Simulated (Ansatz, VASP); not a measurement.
# B: VASP beside Ansatz

```xyz
1
Lattice="1.9148 0.0000 0.0000 0.0000 1.9148 0.0000 0.0000 0.0000 1.9148" Properties=species:S:1:pos:R:3 pbc="T T T"
B     0.0000    0.0000    0.0000
```

Alike in both runs: task relaxation of cell and atoms; functional PBE; k mesh 22 × 22 × 22; occupations fermi-dirac, width 0.05 eV; no spin polarisation.

|  | VASP | Ansatz |
| --- | --- | --- |
| version | VASP 6.6.1 | Ansatz 0.2.0 |
| potentials or method | VASP PAW PBE potentials, release 64 (B) | PAW with Ansatz's default frozen-core files, scalar-relativistic |
| plane-wave cutoff (eV) | 600 | 420 |
| valence electrons in the cell | 3 | 3 |

|  | VASP | Ansatz | Ansatz less VASP |
| --- | --- | --- | --- |
| relaxed volume (Å³/atom) | 6.69 | 6.69 | 0.000 |
| relaxed cell length with the largest relative difference (Å) | 1.884 | 1.884 | 0.0000 |
